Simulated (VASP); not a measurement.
# ZnS (P6_3mc) in VASP: a series of runs

ZnS is run at these levels: LDA; tasks: single point.

Program: VASP 6.6.1. These are calculated values, not measurements. Logs are shortened: lines on timing, memory, paths and dates and some standing lists are left out, and cuts for length are marked.

## (1) The cell of the first run

Symmetry: P6_3mc, No. 186, hexagonal system. Conventional cell: a = 3.776 Å, b = 3.776 Å, c = 6.104 Å, α = 90.00°, β = 90.00°, γ = 120.00°. Zn (site symmetry 3m) has 4 S at 2.30 to 2.31 Å within 3.0 Å. S (site symmetry 3m) has 4 Zn at 2.30 to 2.31 Å within 3.0 Å.

## (2) Single point, LDA (in-plane strain +0.01, then relaxed in part)

Contents of INCAR:

```
SYSTEM = ZnS
PREC = Accurate
ENCUT = 520
EDIFF = 1E-7
ISMEAR = 0
SIGMA = 0.01
LREAL = .False.
LASPH = .True.
NELM = 60
ALGO = Normal
ISIF = 2
LWAVE = .False.
LCHARG = .False.
NBANDS = 26
```

Contents of KPOINTS:

```
Automatic mesh
0
Gamma
  6 6 4
  0 0 0
```

Contents of POSCAR:

```
ZnS
1.0
    3.7756147610      0.0000000000      0.0000000000
   -1.8878073805      3.2697782979      0.0000000000
    0.0000000000      0.0000000000      6.1037532428
Zn S
2 2
Direct
    0.3333333333      0.6666666667      0.0040486444
    0.6666666667      0.3333333333      0.5040486444
    0.3333333333      0.6666666667      0.3809513556
    0.6666666667      0.3333333333      0.8809513556
```

Potentials or basis: VASP PAW LDA potentials, release 64 (Zn, S).

Run with:

```console
> cat potpaw_LDA.64/Zn/POTCAR potpaw_LDA.64/S/POTCAR > POTCAR
> mpirun -np 1 vasp_std > vasp.out
```

OUTCAR:

```text
SYSTEM = ZnS
   PREC = Accurate
   ENCUT = 520
   EDIFF = 1E-7
   ISMEAR = 0
   LREAL = .False.
   LASPH = .True.
   NELM = 60
   ISIF = 2

 ion  position               nearest neighbor table
   1  0.333  0.667  0.004-   3 2.30   4 2.31   4 2.31   4 2.31
   2  0.667  0.333  0.504-   4 2.30   3 2.31   3 2.31   3 2.31
   3  0.333  0.667  0.381-   1 2.30   2 2.31   2 2.31   2 2.31
   4  0.667  0.333  0.881-   2 2.30   1 2.31   1 2.31   1 2.31

  LATTYP: Found a hexagonal cell.
 ALAT       =     3.7756147610
 C/A-ratio  =     1.6166250079

  Lattice vectors:

 A1 = (   3.7756147610,   0.0000000000,   0.0000000000)
 A2 = (  -1.8878073805,   3.2697782979,   0.0000000000)
 A3 = (   0.0000000000,   0.0000000000,   6.1037532428)

Analysis of symmetry for initial positions (statically):
=====================================================================
 Subroutine PRICEL returns:
 Original cell was already a primitive cell.

 Routine SETGRP: Setting up the symmetry group for a
 hexagonal supercell.

 Subroutine GETGRP returns: Found 12 space group operations
 (whereof  6 operations were pure point group operations)
 out of a pool of 24 trial point group operations.

The static configuration has the point symmetry C_3v.
 The point group associated with its full space group is C_6v.

Analysis of symmetry for dynamics (positions and initial velocities):
=====================================================================
 Subroutine PRICEL returns:
 Original cell was already a primitive cell.

 Routine SETGRP: Setting up the symmetry group for a
 hexagonal supercell.

 Subroutine GETGRP returns: Found 12 space group operations
 (whereof  6 operations were pure point group operations)
 out of a pool of 24 trial point group operations.

The dynamic configuration has the point symmetry C_3v.
 The point group associated with its full space group is C_6v.

 Subroutine INISYM returns: Found 12 space group operations
 (whereof  6 operations are pure point group operations),
 and found     1 'primitive' translations

----------------------------------------------------------------------------------------

                                     Primitive cell

  volume of cell :      75.3534

  direct lattice vectors                    reciprocal lattice vectors
     3.775614761  0.000000000  0.000000000     0.264857530  0.152915566  0.000000000
    -1.887807380  3.269778298  0.000000000     0.000000000  0.305831133  0.000000000
     0.000000000  0.000000000  6.103753243     0.000000000  0.000000000  0.163833622
[... 85 lines left out ...]
   LREAL  =      F    real-space projection
   EDIFFG = 0.1E-05   stopping-criterion for IOM
   NSW    =      0    number of steps for IOM
   IBRION =     -1    ionic relax: 0-MD 1-quasi-New 2-CG
   NFREE  =      0    steps in history (QN), initial steepest desc. (CG)
   ISIF   =      2    stress and relaxation
   ISYM   =      2    0-nonsym 1-usesym 2-fastsym
   POTIM  = 0.5000    time-step for ionic-motion
   TEBEG  =    0.0;   TEEND  =   0.0 temperature during run
   PSTRESS=    0.0 pullay stress
   NELECT =      36.0000    total number of electrons
   NUPDOWN=      -1.0000    fix difference up-down
   EMIN   =  10.00;   EMAX   =-10.00  energy-range for DOS
   EFERMI =   0.00;   METHOD = LEGACY
   ISMEAR =     0;   SIGMA  =   0.01  broadening in eV -4-tet -1-fermi 0-gaus
   EFERMI_NEDOS =   21; number of points for ismear=-14 and -15
   IALGO  =     38    algorithm
   IMIX   =      4    mixing-type and parameters
     AMIX     =   0.40;   BMIX     =  1.00
     AMIX_MAG =   1.60;   BMIX_MAG =  1.00
  volume/ion in A,a.u.               =      18.84       127.13
  Fermi-wavevector in a.u.,A,eV,Ry     =   1.279798  2.418467 22.284742  1.637882
  Thomas-Fermi vector in A             =   2.412263
   LORBIT       =      0    0 simple, 1 ext, 2 COOP (PROOUT), +10 PAW based schemes
   GGA     = CA    functional components
   LHFCALC =     F    Hartree Fock is set to
   AEXX    =    0.0000 exact exchange contribution
   IVDW    =     0    specifies the selected vdW correction
   LEPSILON=     F    determine dielectric tensor
   LRPA    =     F    only Hartree local field effects (RPA)
 non-spin polarized calculation
 Gauss-broadening in eV      SIGMA  =   0.01
  energy-cutoff  :      520.00
  volume of cell :       75.35
 maximum number of plane-waves:      2056
 NGX is ok and might be reduce to    28
   NGX = 13   NGY = 13   NGZ = 23

 number of electron      35.9999994 magnetization

 Free energy of the ion-electron system (eV)
  ---------------------------------------------------
  ext. energy  EPLUGINS =         0.00000000
  ---------------------------------------------------
  free energy    TOTEN  =       -16.39292927 eV

  energy without entropy =      -16.39292927  energy(sigma->0) =      -16.39292927

 E-fermi :   2.4642     XC(G=0): -10.2442

 val. band max:        2.3692979279   @ k =   0.0000   0.0000   0.0000
 cond. band min:       4.5763762123   @ k =   0.0000   0.0000   0.0000
 fundamental gap:      2.2070782844
 Fermi energy:         2.4641935556

 k-point     1 :       0.0000    0.0000    0.0000
  band No.  band energies     occupation
      1     -11.0764      2.00000
      2     -10.0019      2.00000
      3      -4.2989      2.00000
      4      -4.2925      2.00000
      5      -4.2925      2.00000
      6      -4.2069      2.00000
[... 598 lines left out ...]
     25      11.9794      0.00000
     26      11.9794      0.00000

------------------------ aborting loop because EDIFF is reached ----------------------------------------

  FORCE on cell =-STRESS in cart. coord.  units (eV):
  Direction    XX          YY          ZZ          XY          YZ          ZX
  --------------------------------------------------------------------------------------
  -------------------------------------------------------------------------------------
  Total       -0.6508852     -0.6508852      0.1340106      0.0000000      0.0000000      0.0000000
  in kB      -13.8392342    -13.8392342      2.8493564      0.0000000      0.0000000      0.0000000
  external PRESSURE =      -8.2763707 kB  Pullay stress =       0.0000000 kB

 VOLUME and BASIS-vectors are now :
 -----------------------------------------------------------------------------
  energy-cutoff  :      520.00
  volume of cell :       75.35
      direct lattice vectors                 reciprocal lattice vectors
     3.775614761  0.000000000  0.000000000     0.264857530  0.152915566  0.000000000
    -1.887807380  3.269778298  0.000000000     0.000000000  0.305831133  0.000000000
     0.000000000  0.000000000  6.103753243     0.000000000  0.000000000  0.163833622

 POSITION                                       TOTAL-FORCE (eV/Angst)
 -----------------------------------------------------------------------------------
     -0.00000      2.17985      0.02471        -0.000000      0.000000     -0.000823
      1.88781      1.08993      3.07659         0.000000     -0.000000     -0.000823
     -0.00000      2.17985      2.32523        -0.000000      0.000000      0.000823
      1.88781      1.08993      5.37711         0.000000     -0.000000      0.000823
 -----------------------------------------------------------------------------------
    total drift:                               -0.000000     -0.000000      0.000919

  FREE ENERGIE OF THE ION-ELECTRON SYSTEM (eV)
  ---------------------------------------------------
  free  energy   TOTEN  =       -16.3929292699 eV

  energy  without entropy=      -16.3929292699  energy(sigma->0) =      -16.39292927
```

Run time: 51 s. Hardware: 1 thread of Intel Xeon 6975P-C, shared host; peak memory 0.17 GiB.

Results:

```yaml
Free_energy: -16.3929 eV
Pressure: -0.8 GPa
Band_gap_on_the_k_mesh: 2.21 eV, direct
```

Caveat: the cell differs from its parent crystal (in-plane strain +0.01, then relaxed in part).

## (3) Single point, LDA (in-plane strain +0.01)

Contents of INCAR:

```
SYSTEM = ZnS
PREC     = Accurate       ! precision mode
ENCUT    = 520            ! plane-wave cutoff, eV
EDIFF    = 1E-7           ! SCF threshold, eV
ISMEAR   = 0              ! smearing method
SIGMA    = 0.01           ! smearing width, eV
LREAL    = .False.        ! projectors in reciprocal space
LASPH    = .True.         ! aspherical terms in the spheres
NELM     = 60             ! most SCF steps
ALGO     = Normal         ! electronic algorithm
ISIF     = 2              ! what is computed and relaxed
LWAVE    = .False.        ! write WAVECAR
LCHARG   = .False.        ! write CHGCAR
GGA      = CA             ! functional
NBANDS   = 26             ! bands
```

Contents of KPOINTS:

```
regular mesh
0
Gamma
  6 6 4
  0 0 0
```

Contents of POSCAR:

```
ZnS
1.0
    3.7756147610      0.0000000000      0.0000000000
   -1.8878073805      3.2697782980      0.0000000000
    0.0000000000      0.0000000000      6.1061396670
Zn S
2 2
Direct
    0.3333333333      0.6666666667      0.0055913299
    0.6666666667      0.3333333333      0.5055913299
    0.3333333333      0.6666666667      0.3794086701
    0.6666666667      0.3333333333      0.8794086701
```

Potentials or basis: VASP PAW LDA potentials, release 64 (Zn, S).

Run with:

```console
> cat potpaw_LDA.64/Zn/POTCAR potpaw_LDA.64/S/POTCAR > POTCAR
> mpirun -np 1 vasp_std > vasp.out
```

It took 59 s on 1 thread of Intel Xeon 6975P-C, shared host; peak memory 0.17 GiB.

The run converged. Its results:

* Free energy: -16.3907 eV
* Pressure: -0.8 GPa
* Largest force: 0.125 eV/Å
* Band gap on the k mesh: 2.19 eV, direct

Forces in eV/Å, atoms in the order of the input:
```
Zn   0.000  0.000 -0.125
Zn   0.000  0.000 -0.125
S    0.000  0.000  0.125
S    0.000  0.000  0.125
```

Stress tensor (GPa, compression positive):
```
-1.69  0.00  0.00
 0.00 -1.69  0.00
 0.00  0.00  0.86
```

Levels at points of the mesh, in eV from the valence-band top:
```
           k point  band 15  band 16  band 17  band 18  band 19  band 20  band 21  band 22
(0.00, 0.00, 0.00)    -1.02    -0.05     0.00     0.00     2.19     2.89     6.08     6.08
(0.50, 0.00, 0.00)    -3.54    -2.45    -1.86    -0.92     3.38     4.23     4.98     6.71
(0.00, 0.00, 0.50)    -0.54    -0.54    -0.54    -0.54     3.44     3.44     6.57     6.57
(0.50, 0.00, 0.50)    -1.75    -1.75    -1.71    -1.71     3.38     3.38     5.09     5.09
```

Caveat: the cell differs from its parent crystal (in-plane strain +0.01).

## (4) Single point, LDA (film at in-plane strain +0.01)

Contents of INCAR:

```
PREC = Accurate
ENCUT = 520
EDIFF = 1E-6
ISMEAR = 0
SIGMA = 0.01
LREAL = F
LASPH = T
NELM = 60
ALGO = Normal
ISIF = 2
LWAVE = F
LCHARG = F
NBANDS = 26
```

Contents of KPOINTS:

```
Automatic mesh
0
Gamma
  6 6 4
```

Contents of POSCAR:

```
ZnS
1.0
    3.7756147610      0.0000000000      0.0000000000
   -1.8878073805      3.2697782980      0.0000000000
    0.0000000000      0.0000000000      6.1037532428
Zn S
2 2
Direct
    0.3333333333      0.6666666667      0.0040486444
    0.6666666667      0.3333333333      0.5040486444
    0.3333333333      0.6666666667      0.3809513556
    0.6666666667      0.3333333333      0.8809513556
```

Run with:

```console
> cat potpaw_LDA.64/Zn/POTCAR potpaw_LDA.64/S/POTCAR > POTCAR
> mpirun -np 1 vasp_std > vasp.out
```

It took 42 s on 1 thread of Intel Xeon 6975P-C, shared host; peak memory 0.17 GiB.

It converged, with:

```yaml
Free_energy: -16.3929 eV
Pressure: -0.9 GPa
Band_gap_on_the_k_mesh: 2.21 eV, direct
```

Stress tensor (GPa, compression positive):
```
-1.41  0.00  0.00
 0.00 -1.41  0.00
 0.00  0.00  0.25
```

Levels at points of the mesh, in eV from the valence-band top:
```tsv
k point	band 16	band 17	band 18	band 19	band 20	band 21
(0.00, 0.00, 0.00)	-0.02	0.00	0.00	2.21	2.87	6.08
(0.50, 0.00, 0.00)	-2.45	-1.82	-0.95	3.37	4.24	5.00
(0.00, 0.00, 0.50)	-0.53	-0.53	-0.53	3.43	3.43	6.56
(0.50, 0.00, 0.50)	-1.76	-1.68	-1.68	3.40	3.40	5.07
```

Caveat: the cell differs from its parent crystal (film at in-plane strain +0.01).
